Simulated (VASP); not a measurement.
# Zn (P6/mmm) in VASP: notebook, part 2 of 2

VASP 6.6.1. The steps go on from the part before.

### Step 6. Single point, RPBE (volume scaled by 1.12)

Contents of INCAR:

```
  PREC = Accurate
  ENCUT = 520
  EDIFF = 1E-6
  ISMEAR = -1
  SIGMA = 0.1
  LREAL = False
  LASPH = True
  NELM = 60
  ALGO = Normal
  ISIF = 2
  LWAVE = False
  LCHARG = True
  GGA = RP
  LELF = True
  LVHAR = True
  NBANDS = 25
```

Contents of KPOINTS:

```
Automatic mesh
0
Gamma
  9 9 13
```

Contents of POSCAR:

```
Zn
1.0
    4.7315155441      0.0000000000      0.0000000000
   -2.3657577720      4.0976126596      0.0000000000
    0.0000000000      0.0000000000      2.8360513398
Zn
3
Direct
    0.0000000000      1.0000000000      0.0000000000
    0.3333333333      0.6666666667      0.5000000000
    0.6666666667      0.3333333333      0.5000000000
```

Potentials or basis: VASP PAW PBE potentials, release 64 (Zn).

Started as:

```console
> cat potpaw_PBE.64/Zn/POTCAR > POTCAR
> mpirun -np 1 vasp_std > vasp.out
```

Wall time 29 s (1 thread of Intel Xeon 6975P-C (Granite Rapids), shared host); peak memory 0.22 GiB.

Results (log left out):

* Free energy: -1.9023 eV
* Pressure: -4.2 GPa
* Band gap on the k mesh: zero (band 18 reaches 5.82 eV, above the bottom of band 19 at 0.78 eV)

Stress tensor (GPa, compression positive):
```
-4.42  0.00  0.00
 0.00 -4.42  0.00
 0.00  0.00 -3.74
```

Levels at points of the mesh, in eV from the Fermi level:
| k point | band 14 | band 15 | band 16 | band 17 | band 18 | band 19 | band 20 | band 21 | band 22 | band 23 |
| --- | --- | --- | --- | --- | --- | --- | --- | --- | --- | --- |
| (0.00, 0.00, 0.00) | -7.03 | -6.78 | -6.78 | 0.30 | 0.47 | 0.79 | 0.79 | 0.86 | 0.86 | 9.07 |

Caveat: the cell differs from its parent crystal (volume scaled by 1.12); the PAW data sets were made with another functional, which shifts forces and pressure a little.

### Step 7. Single point, RPBE

This run uses another cell than the first one, of 16.36 Å³/atom, 1.042 times its volume.

Contents of INCAR:

```
ALGO = Normal ; EDIFF = 1E-6
ENCUT = 520 ; GGA = RP
ISIF = 2 ; ISMEAR = -1
LASPH = True ; LCHARG = False
LREAL = False ; LWAVE = False
NBANDS = 25 ; NELM = 100
PREC = Accurate ; SIGMA = 0.1
```

Contents of KPOINTS:

```
k-points
0
Gamma
  11 11 15
```

Contents of POSCAR:

```
Zn
1.0
    4.5561106583      0.0000000000      0.0000000000
   -2.2780553291      3.9457075725      0.0000000000
    0.0000000000      0.0000000000      2.7309143585
Zn
3
Direct
    0.0000000000      1.0000000000      0.0000000000
    0.3333333333      0.6666666667      0.5000000000
    0.6666666667      0.3333333333      0.5000000000
```

Potentials or basis: VASP PAW PBE potentials, release 64 (Zn).

Started as:

```console
> cat potpaw_PBE.64/Zn/POTCAR > POTCAR
> mpirun -np 1 vasp_std > vasp.out
```

OUTCAR:

```text
EDIFF = 1E-6
   ENCUT = 520
   GGA = RP
   ISIF = 2
   ISMEAR = -1
   LASPH = True
   LREAL = False
   NELM = 100
   PREC = Accurate

 ion  position               nearest neighbor table
   1  0.000  0.000  0.000-   2 2.96   3 2.96   2 2.96   3 2.96   2 2.96   2 2.96   3 2.96   3 2.96
                             3 2.96   3 2.96   2 2.96   2 2.96
   2  0.333  0.667  0.500-   3 2.63   3 2.63   3 2.63   1 2.96   1 2.96   1 2.96   1 2.96   1 2.96
                             1 2.96
   3  0.667  0.333  0.500-   2 2.63   2 2.63   2 2.63   1 2.96   1 2.96   1 2.96   1 2.96   1 2.96
                             1 2.96

  LATTYP: Found a hexagonal cell.
 ALAT       =     4.5561106583
 C/A-ratio  =     0.5993959680

  Lattice vectors:

 A1 = (   4.5561106583,   0.0000000000,   0.0000000000)
 A2 = (  -2.2780553291,   3.9457075725,   0.0000000000)
 A3 = (   0.0000000000,   0.0000000000,   2.7309143585)

Analysis of symmetry for initial positions (statically):
=====================================================================
 Subroutine PRICEL returns:
 Original cell was already a primitive cell.

 Routine SETGRP: Setting up the symmetry group for a
 hexagonal supercell.

 Subroutine GETGRP returns: Found 24 space group operations
 (whereof 24 operations were pure point group operations)
 out of a pool of 24 trial point group operations.

The static configuration has the point symmetry D_6h.

Analysis of symmetry for dynamics (positions and initial velocities):
=====================================================================
 Subroutine PRICEL returns:
 Original cell was already a primitive cell.

 Routine SETGRP: Setting up the symmetry group for a
 hexagonal supercell.

 Subroutine GETGRP returns: Found 24 space group operations
 (whereof 24 operations were pure point group operations)
 out of a pool of 24 trial point group operations.

The dynamic configuration has the point symmetry D_6h.

 Subroutine INISYM returns: Found 24 space group operations
 (whereof 24 operations are pure point group operations),
 and found     1 'primitive' translations

----------------------------------------------------------------------------------------

                                     Primitive cell

  volume of cell :      49.0939

  direct lattice vectors                    reciprocal lattice vectors
     4.556110658  0.000000000  0.000000000     0.219485450  0.126719984  0.000000000
    -2.278055329  3.945707572  0.000000000     0.000000000  0.253439968  0.000000000
     0.000000000  0.000000000  2.730914359     0.000000000  0.000000000  0.366177722

  length of vectors
     4.556110658  4.556110658  2.730914359     0.253439968  0.253439968  0.366177722

  position of ions in fractional coordinates (direct lattice)
     0.000000000  0.000000000  0.000000000
     0.333333333  0.666666667  0.500000000
     0.666666667  0.333333333  0.500000000

  ion indices of the primitive-cell ions
   primitive index   ion index
                 1           1
                 2           2
                 3           3

----------------------------------------------------------------------------------------

 KPOINTS: k-points

Automatic generation of k-mesh.
 Grid dimensions read from file:
 generate k-points for:   11   11   15

 Generating k-lattice:

  Cartesian coordinates                     Fractional coordinates (reciprocal lattice)
     0.019953223  0.011519999  0.000000000     0.090909091  0.000000000  0.000000000
     0.000000000  0.023039997  0.000000000     0.000000000  0.090909091  0.000000000
     0.000000000  0.000000000  0.024411848     0.000000000  0.000000000  0.066666667

  Length of vectors
     0.023039997  0.023039997  0.024411848

  Shift w.r.t. Gamma in fractional coordinates (k-lattice)
     0.000000000  0.000000000  0.000000000

 Subroutine IBZKPT returns following result:
 ===========================================

 Found    128 irreducible k-points:

 Following reciprocal coordinates:
            Coordinates               Weight
  0.000000  0.000000  0.000000      1.000000
  0.090909 -0.000000  0.000000      6.000000
  0.181818 -0.000000  0.000000      6.000000
  0.272727 -0.000000  0.000000      6.000000
  0.363636 -0.000000  0.000000      6.000000
  0.454545 -0.000000  0.000000      6.000000
[... 16 lines left out ...]
  0.090909  0.090909  0.066667     12.000000
  0.181818  0.090909  0.066667     24.000000
 [... further k-points ...]
   k-points           NKPTS =    128   k-points in BZ     NKDIM =    128   number of bands    NBANDS=     25
   number of dos      NEDOS =    301   number of ions     NIONS =      3
   total plane-waves  NPLWV =  25920
   dimension x,y,z NGX =    36 NGY =   36 NGZ =   20
   dimension x,y,z NGXF=    72 NGYF=   72 NGZF=   40
   ions per type =               3
   NGX,Y,Z   is equivalent  to a cutoff of  13.14, 13.14, 12.18 a.u.
   NGXF,Y,Z  is equivalent  to a cutoff of  26.27, 26.27, 24.35 a.u.
 SYSTEM =  unknown system
   PREC   = accura    normal or accurate (medium, high low for compatibility)
   ISTART =      0    job   : 0-new  1-cont  2-samecut
   ICHARG =      2    charge: 1-file 2-atom 10-const
   ISPIN  =      1    spin polarized calculation?
   LNONCOLLINEAR =      F non collinear calculations
   LSORBIT =      F    spin-orbit coupling
   LASPH  =      T    aspherical Exc in radial PAW
   ENCUT  =  520.0 eV  38.22 Ry    6.18 a.u.   8.47  8.47  5.08*2*pi/ulx,y,z
   NELM   =    100;   NELMIN=  2; NELMDL= -5     # of ELM steps
   EDIFF  = 0.1E-05   stopping-criterion for ELM
   LREAL  =      F    real-space projection
   EDIFFG = 0.1E-04   stopping-criterion for IOM
   NSW    =      0    number of steps for IOM
   IBRION =     -1    ionic relax: 0-MD 1-quasi-New 2-CG
   NFREE  =      0    steps in history (QN), initial steepest desc. (CG)
   ISIF   =      2    stress and relaxation
   ISYM   =      2    0-nonsym 1-usesym 2-fastsym
   POTIM  = 0.5000    time-step for ionic-motion
   TEBEG  =    0.0;   TEEND  =   0.0 temperature during run
   PSTRESS=    0.0 pullay stress
   NELECT =      36.0000    total number of electrons
   NUPDOWN=      -1.0000    fix difference up-down
   EMIN   =  10.00;   EMAX   =-10.00  energy-range for DOS
   EFERMI =   0.00;   METHOD = LEGACY
   ISMEAR =    -1;   SIGMA  =   0.10  broadening in eV -4-tet -1-fermi 0-gaus
   EFERMI_NEDOS =   21; number of points for ismear=-14 and -15
   IALGO  =     38    algorithm
   IMIX   =      4    mixing-type and parameters
     AMIX     =   0.40;   BMIX     =  1.00
     AMIX_MAG =   1.60;   BMIX_MAG =  1.00
  volume/ion in A,a.u.               =      16.36       110.43
  Fermi-wavevector in a.u.,A,eV,Ry     =   1.476273  2.789751 29.652279  2.179381
  Thomas-Fermi vector in A             =   2.590820
   LORBIT       =      0    0 simple, 1 ext, 2 COOP (PROOUT), +10 PAW based schemes
   GGA     = RP    functional components
   LHFCALC =     F    Hartree Fock is set to
   AEXX    =    0.0000 exact exchange contribution
   IVDW    =     0    specifies the selected vdW correction
   LEPSILON=     F    determine dielectric tensor
   LRPA    =     F    only Hartree local field effects (RPA)
 non-spin polarized calculation
  energy-cutoff  :      520.00
  volume of cell :       49.09
 maximum number of plane-waves:      1348
 NGX is ok and might be reduce to    36
   NGX = 17   NGY = 17   NGZ = 11

 number of electron      36.0000036 magnetization

 Free energy of the ion-electron system (eV)
  ---------------------------------------------------
  ext. energy  EPLUGINS =         0.00000000
  ---------------------------------------------------
  free energy    TOTEN  =        -1.98379217 eV

  energy without entropy =       -1.94905241  energy(sigma->0) =       -1.96642229

 E-fermi :   2.8303     XC(G=0): -11.0478

 val. band max:        2.8221243350   @ k =   0.3636  -0.0000   0.2667
 cond. band min:       2.8372839853   @ k =   0.0000   0.0000   0.3333
 fundamental gap:      0.0151596504
 Fermi energy:         2.8302783890

 k-point     1 :       0.0000    0.0000    0.0000
  band No.  band energies     occupation
      1      -7.0521      2.00000
      2      -5.3005      2.00000
      3      -4.8950      2.00000
      4      -4.8357      2.00000
      5      -4.7912      2.00000
      6      -4.7912      2.00000
[... 661 lines left out ...]
     24      15.6359      0.00000
     25      17.3026      0.00000

 [... further k-points ...]

------------------------ aborting loop because EDIFF is reached ----------------------------------------

  FORCE on cell =-STRESS in cart. coord.  units (eV):
  Direction    XX          YY          ZZ          XY          YZ          ZX
  --------------------------------------------------------------------------------------
  -------------------------------------------------------------------------------------
  Total        0.0388886      0.0388886      0.0067232      0.0000000      0.0000000     -0.0000000
  in kB        1.2691275      1.2691275      0.2194099      0.0000000      0.0000000     -0.0000000
  external PRESSURE =       0.9192216 kB  Pullay stress =       0.0000000 kB

 VOLUME and BASIS-vectors are now :
 -----------------------------------------------------------------------------
  energy-cutoff  :      520.00
  volume of cell :       49.09
      direct lattice vectors                 reciprocal lattice vectors
     4.556110658  0.000000000  0.000000000     0.219485450  0.126719984  0.000000000
    -2.278055329  3.945707572  0.000000000     0.000000000  0.253439968  0.000000000
     0.000000000  0.000000000  2.730914359     0.000000000  0.000000000  0.366177722

 POSITION                                       TOTAL-FORCE (eV/Angst)
 -----------------------------------------------------------------------------------
      0.00000      0.00000      0.00000         0.000000      0.000000      0.000000
     -0.00000      2.63047      1.36546        -0.000000      0.000000     -0.000000
      2.27806      1.31524      1.36546         0.000000     -0.000000      0.000000
 -----------------------------------------------------------------------------------
    total drift:                                0.000000      0.000000     -0.000000

  FREE ENERGIE OF THE ION-ELECTRON SYSTEM (eV)
  ---------------------------------------------------
  free  energy   TOTEN  =        -1.9837921665 eV

  energy  without entropy=       -1.9490524146  energy(sigma->0) =       -1.96642229
```

OSZICAR:

```text
N       E                     dE             d eps       ncg     rms          rms(c)
DAV:   1     0.195714590649E+03    0.19571E+03   -0.18271E+04  6504   0.225E+03
DAV:   2     0.781366056274E+01   -0.18790E+03   -0.18284E+03  6448   0.356E+02
DAV:   3    -0.206751652255E+01   -0.98812E+01   -0.98104E+01  7138   0.928E+01
DAV:   4    -0.215577703002E+01   -0.88261E-01   -0.88227E-01  7478   0.920E+00
DAV:   5    -0.215591840794E+01   -0.14138E-03   -0.14137E-03  7445   0.322E-01    0.421E+00
DAV:   6    -0.198854873709E+01    0.16737E+00   -0.81459E-01  7691   0.159E+01    0.336E+00
DAV:   7    -0.198542040314E+01    0.31283E-02   -0.27327E-02  7159   0.225E+00    0.167E+00
DAV:   8    -0.198368398992E+01    0.17364E-02   -0.29969E-03  8711   0.913E-01    0.588E-02
DAV:   9    -0.198377980453E+01   -0.95815E-04   -0.62549E-04  7815   0.460E-01    0.452E-02
DAV:  10    -0.198379408044E+01   -0.14276E-04   -0.83153E-05  7065   0.218E-01    0.155E-02
DAV:  11    -0.198379289469E+01    0.11857E-05   -0.12271E-05  7672   0.657E-02    0.370E-03
DAV:  12    -0.198379216654E+01    0.72815E-06   -0.15040E-06  3812   0.188E-02
   1 F= -.19837922E+01 E0= -.19664223E+01  d E =-.347398E-01
```

Wall time 40 s (1 thread of Intel Xeon 6975P-C (Granite Rapids), shared host); peak memory 0.24 GiB.

Results:

```
Free energy            : -1.9838 eV
Pressure               : 0.1 GPa
Band gap on the k mesh : zero (band 18 reaches 6.83 eV, above the bottom of band 19 at 1.65 eV)
```

Caveat: the PAW data sets were made with another functional, which shifts forces and pressure a little.

### Step 8. Summary

| cell | k mesh | gap on the mesh (eV) | pressure (GPa) |
| --- | --- | --- | --- |
| a = 4.495, b = 4.495, c = 2.694 Å, angles 90.0, 90.0, 120.0°, 3 atoms | 9 × 9 × 13 | none | 2.5 |
| a = 4.556, b = 4.556, c = 2.731 Å, angles 90.0, 90.0, 120.0°, 3 atoms | 9 × 9 × 13 | none | 0.1 |
| a = 4.616, b = 4.616, c = 2.767 Å, angles 90.0, 90.0, 120.0°, 3 atoms | 9 × 9 × 13 | none | -1.8 |
| a = 4.675, b = 4.675, c = 2.802 Å, angles 90.0, 90.0, 120.0°, 3 atoms | 9 × 9 × 13 | none | -3.2 |
| a = 4.732, b = 4.732, c = 2.836 Å, angles 90.0, 90.0, 120.0°, 3 atoms | 9 × 9 × 13 | none | -4.2 |
| a = 4.556, b = 4.556, c = 2.731 Å, angles 90.0, 90.0, 120.0°, 3 atoms | 11 × 11 × 15 | none | 0.1 |

Alike in all rows: task single point; level RPBE; potentials or basis VASP PAW PBE potentials, release 64 (Zn); no spin polarisation; cutoff (eV) 520; smearing fermi-dirac 0.1 eV.

Caveats: the PAW data sets were made with another functional, which shifts forces and pressure a little.

Absolute energies hang on the potentials; compare differences alone.
